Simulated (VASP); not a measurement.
# MnSi6 (Pm-3m) in VASP: further runs, part 2 of 2

VASP 6.6.1.

### 4 Relaxation of cell and atoms, PBE, collinear spin, ferromagnetic start

INCAR

```
PREC     = Accurate       # precision mode
ENCUT    = 600            # plane-wave cutoff, eV
EDIFF    = 1E-6           # SCF threshold, eV
ISMEAR   = 0              # smearing method
SIGMA    = 0.1            # smearing width, eV
LREAL    = False          # projectors in reciprocal space
LASPH    = True           # aspherical terms in the spheres
NELM     = 150            # most SCF steps
ALGO     = Normal         # electronic algorithm
ISIF     = 3              # what is computed and relaxed
LWAVE    = False          # write WAVECAR
LCHARG   = False          # write CHGCAR
ISPIN    = 2              # spin polarisation
MAGMOM   = 4 0 0 0 0 0 0  # initial moments
LORBIT   = 11             # projections on sites
LMAXMIX  = 4              # l up to which the mixer works
GGA      = PE             # functional
IBRION   = 2              # ionic algorithm
NSW      = 90             # ionic steps
EDIFFG   = -0.04          # ionic threshold
```

KPOINTS

```
regular mesh
0
Gamma
  4 4 4
```

POSCAR

```
MnSi6
1.0
    4.6666436900      0.0000000000      0.0000000000
    0.0000000000      4.6666436900      0.0000000000
    0.0000000000      0.0000000000      4.6666436900
Mn Si
1 6
Direct
    0.0000000000      0.0000000000      0.0000000000
    0.8011341100      0.5000000000      0.5000000000
    0.1988658900      0.5000000000      0.5000000000
    0.5000000000      0.5000000000      0.8011341100
    0.5000000000      0.5000000000      0.1988658900
    0.5000000000      0.1988658900      0.5000000000
    0.5000000000      0.8011341100      0.5000000000
```

Run with:

```
> cat potpaw_PBE.64/Mn_pv/POTCAR potpaw_PBE.64/Si/POTCAR > POTCAR
> mpirun -np 1 vasp_std > vasp.out
```

Wall time 45 min (1 thread of Intel Xeon 6975P-C (Granite Rapids), shared host); peak memory 0.34 GiB.

Results (log left out):

```
Free energy                                           : -33.1923 eV
Relaxed volume                                        : 27.39 Å³/atom
Relaxed cell                                          : a = 5.766 Å, b = 5.766 Å, c = 5.766 Å, α = 90.00°, β = 90.00°, γ = 90.00°
Space group after relaxing (to 0.1 Å)                 : Pm-3m (No. 221)
Energy gained by relaxing                             : 2458.7 meV/atom
Ionic steps                                           : 28
Pressure after relaxing                               : 0.1 GPa
Largest force after relaxing                          : 0.010 eV/Å
Net moment                                            : -4.83 μB per cell
Site moments                                          : Mn -4.58; Si +0.00 μB
Valence electrons inside the program's atomic spheres : Mn 11.17; Si 1.63
```

Forces in eV/Å, atoms in the order of the input:
```
Mn   0.000  0.000  0.000
Si  -0.010  0.000  0.000
Si   0.010  0.000  0.000
Si   0.000  0.000 -0.010
Si   0.000  0.000  0.010
Si   0.000  0.010  0.000
Si   0.000 -0.010  0.000
```

Step by step:
```
step  energy change (eV)  largest force (eV/Å)  pressure (GPa)  volume (Å³)
   1              0.0000                5.5418          106.51       101.63
   2             -8.0997                7.0512            2.96       319.95
   3             -8.3248                7.1510            1.92       311.24
   4             -8.7520                7.4432            2.30       294.93
   5            -11.3862               10.9642           10.70       181.47
   6            -12.1140                1.2900            4.63       337.04
   7            -12.4858                1.5744          -25.30       419.35
   8            -15.9973                0.4268           47.27       351.55
   9            -14.8105                1.1207          -11.12       393.54
  10            -15.1564                1.2345           -4.15       372.15
  11            -15.2189                1.2358           -4.10       366.75
  12            -15.3041                1.2372           -4.05       359.10
  13            -16.0299                1.1314            0.96       304.01
  14            -16.1125                0.4406           -0.58       315.65
  15            -16.1126                0.4866           -0.46       314.82
  16            -16.1817                0.3992           -0.49       307.69
  17            -16.3370                0.1635           -0.51       286.94
  18            -16.5010                0.1488           -0.84       248.29
  19            -16.1516                3.6838            3.38       181.71
  20            -16.5153                0.4883           -0.38       242.01
  21            -17.0337                0.1356           -2.34       210.42
  22            -17.0920                1.0954           -1.01       195.71
  23            -17.1244                0.3313           -2.10       203.24
  24            -17.1328                0.5425           -1.87       200.92
  25            -17.1400                0.9242            0.02       191.01
  26            -17.1555                0.7399           -0.89       195.28
  27            -17.2038                0.2770           -0.31       192.97
  28            -17.2109                0.0105            0.07       191.73
```

Final structure:
```cif
data_structure
_symmetry_space_group_name_H-M 'P 1'
_symmetry_Int_Tables_number 1
_cell_length_a 5.7663
_cell_length_b 5.7663
_cell_length_c 5.7663
_cell_angle_alpha 90.000
_cell_angle_beta 90.000
_cell_angle_gamma 90.000
_cell_volume 191.73
loop_
_atom_site_label
_atom_site_type_symbol
_atom_site_fract_x
_atom_site_fract_y
_atom_site_fract_z
_atom_site_occupancy
Mn1 Mn 0.00000 0.00000 0.00000 1
Si1 Si 0.80043 0.50000 0.50000 1
Si2 Si 0.19957 0.50000 0.50000 1
Si3 Si 0.50000 0.50000 0.80043 1
Si4 Si 0.50000 0.50000 0.19957 1
Si5 Si 0.50000 0.19957 0.50000 1
Si6 Si 0.50000 0.80043 0.50000 1
```

Levels at points of the mesh, in eV from the Fermi level:
Spin up:
| k point | band 13 | band 14 | band 15 | band 16 | band 17 | band 18 | band 19 | band 20 | band 21 | band 22 |
| --- | --- | --- | --- | --- | --- | --- | --- | --- | --- | --- |
| (0.00, 0.00, 0.00) | -2.59 | -0.50 | -0.50 | -0.50 | -0.44 | 0.30 | 0.30 | 0.30 | 0.38 | 0.38 |
| (0.50, 0.00, 0.00) | -2.54 | -1.41 | -1.22 | -1.10 | -0.26 | -0.26 | 0.45 | 0.50 | 0.69 | 0.79 |
| (0.50, 0.50, 0.00) | -3.50 | -1.77 | -0.98 | -0.60 | -0.60 | 0.39 | 0.47 | 0.48 | 0.58 | 0.58 |
| (0.50, 0.50, 0.50) | -3.81 | -1.70 | -1.70 | -0.61 | -0.52 | 0.50 | 0.50 | 0.50 | 0.51 | 0.51 |
Spin down:
```tsv
k point	band 18	band 19	band 20	band 21	band 22	band 23	band 24
(0.00, 0.00, 0.00)	-2.52	-1.48	-0.44	-0.44	-0.44	0.26	0.26
(0.50, 0.00, 0.00)	-2.52	-1.96	-1.38	-0.82	0.04	0.04	1.74
(0.50, 0.50, 0.00)	-3.24	-1.75	-0.88	-0.79	-0.61	-0.61	2.05
(0.50, 0.50, 0.50)	-3.70	-1.68	-1.68	-1.68	-0.48	2.07	2.07
```

Caveat: the volume moved by over 15 % at a fixed basis, so the end points are rough.

### 5 The runs side by side

| task | cell | cutoff (eV) | gap on the mesh (eV) | pressure (GPa) | moment (μB) | largest force (eV/Å) |
| --- | --- | --- | --- | --- | --- | --- |
| single point | a = 4.667 Å, 7 atoms | 520 | none | 106.5 | 3.78 | 5.54 |
| single point | a = 5.777 Å, 7 atoms | 520 | none | 0.0 | 4.83 | 0.01 |
| relaxation of cell and atoms | relaxed from a = 4.667 Å, 7 atoms | 600 | none | 0.1 | 4.83 | 0.01 |

Alike in all rows: level PBE; potentials or basis VASP PAW PBE potentials, release 64 (Mn_pv, Si); spin collinear, ferromagnetic start; k mesh 4 × 4 × 4; smearing gaussian 0.1 eV.

Caveats: the cell stands under pressure (at least some runs); forces of over 1 eV/Å act on the atoms, so gaps and moduli don't describe the material at rest (at least some runs); the volume moved by over 15 % at a fixed basis, so the end points are rough (at least some runs).

Absolute energies hang on the potentials; compare differences alone.
